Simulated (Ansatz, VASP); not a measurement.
# AlNi: VASP beside Ansatz

The input INCAR:

```
SYSTEM = AlNi
PREC = Accurate
ENCUT = 520
EDIFF = 1E-6
ISMEAR = 0
SIGMA = 0.15
LREAL = .False.
LASPH = .True.
NELM = 100
ALGO = Fast
ISIF = 2
LWAVE = .False.
LCHARG = .False.
GGA = PS
NBANDS = 14
```

File KPOINTS:

```
Automatic mesh
0
Gamma
  16 16 16
  0 0 0
```

The input POSCAR:

```
AlNi
1.0
    2.8618233745      0.0000000000      0.0000000000
    0.0000000000      2.8618233745      0.0000000000
    0.0000000000      0.0000000000      2.8618233745
Al Ni
1 1
Direct
   -0.0199173717     -0.0132782478      0.0000000000
    0.5091560777      0.5061040518      0.5000000000
```

Input for Ansatz:

```yaml
crystal:
  lattice:
    - [2.8618233745, 0.0, 0.0]
    - [0.0, 2.8618233745, 0.0]
    - [0.0, 0.0, 2.8618233745]
  atoms:
    - { symbol: Al, position: [-0.0199173717, -0.0132782478, 0.0] }
    - { symbol: Ni, position: [0.5091560777, 0.5061040518, 0.5] }
basis:
  ecutwfc: 520.0
kpoints:
  mp_grid: { grid: [16, 16, 16] }
hamiltonian:
  xc: pbesol
  pseudopotentials: { kind: paw, azcp: { folder: soft_1 } }
scf:
  occupations: { method: gaussian, width: 0.15 }
output:
  forces: true
  stress: true
  eigenvalues: true
```

Change from the starting cell: mode 4 frozen in at -0.057 Å and mode 5 at -0.038 Å (largest displacements).

Alike in both runs: task single point; functional PBEsol; k mesh 16 × 16 × 16; occupations gaussian, width 0.15 eV; no spin polarisation.

|  | VASP | Ansatz |
| --- | --- | --- |
| version | VASP 6.6.1 | Ansatz 0.2.0 |
| potentials or method | VASP PAW PBE potentials, release 64 (Al, Ni), cutoff 520 eV | scalar-relativistic, plane waves, PAW |
| valence electrons in the cell | 13 | 21 |

|  | VASP | Ansatz | Ansatz less VASP |
| --- | --- | --- | --- |
| gap on the k mesh at the Fermi level (eV) | none | none | - |
| pressure (GPa) | 1.0 | 0.7 | -0.24 |
| traceless stress, the component that is largest in VASP (GPa) | 0.71 | 0.70 | -0.007 |
| rms of the force components (eV/Å) | 0.367 | 0.364 | -0.0031 |

VASP's potentials were made for PBE, not for PBEsol, and Ansatz warns of the same on its side. Atom by atom the forces differ by 0.003 eV/Å (rms over components). A gap of «none» marks a metal or a gap that the smearing closes. VASP's potentials hold 13 valence electrons a cell and Ansatz's 21, so a difference there can come from the potentials and not from the codes.
